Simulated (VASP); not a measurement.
Input of a VASP 6.6.1 run:

INCAR

```
PREC     = Accurate       # precision mode
ENCUT    = 520            # plane-wave cutoff, eV
EDIFF    = 1E-6           # SCF threshold, eV
ISMEAR   = 0              # smearing method
SIGMA    = 0.1            # smearing width, eV
LREAL    = F              # projectors in reciprocal space
LASPH    = T              # aspherical terms in the spheres
NELM     = 100            # most SCF steps
ALGO     = Normal         # electronic algorithm
ISIF     = 2              # what is computed and relaxed
LWAVE    = F              # write WAVECAR
LCHARG   = F              # write CHGCAR
GGA      = PE             # functional
NBANDS   = 26             # bands
```

The input KPOINTS:

```
regular mesh
0
Gamma
  6 6 4
```

The input POSCAR:

```
NaWF2
1.0
    3.8038084623      0.0000000031      0.0000000000
   -1.9019042338      3.2941947579      0.0000000000
    0.0000000000      0.0000000000      6.2113099254
Na W F
1 1 2
Direct
    0.0000000000      0.0000000000      0.5000000000
    0.0000000000      0.0000000000      0.0000000000
    0.3333333333      0.6666666667      0.0000000000
    0.6666666667      0.3333333333      0.0000000000
```

Potentials or basis: VASP PAW PBE potentials, release 64 (Na_pv, W_sv, F).

Launch:

```bash
$ cat potpaw_PBE.64/Na_pv/POTCAR potpaw_PBE.64/W_sv/POTCAR potpaw_PBE.64/F/POTCAR > POTCAR
$ mpirun -np 1 vasp_std > vasp.out
```

**Question.** Predict the band gap on the k mesh.

**Answer.** Zero (an odd number of electrons rules out a gap without spin polarisation).

**Question.** Estimate the pressure.

**Answer.** 0.4 GPa.

Stress tensor (GPa, compression positive):
```
 0.60  0.00  0.00
 0.00  0.60  0.00
 0.00  0.00 -0.03
```

Caveat: spin-orbit coupling is left out, which moves the levels of the heavy elements; an odd number of electrons without spin polarisation forces a metal; a magnetic or distorted state may lie lower.
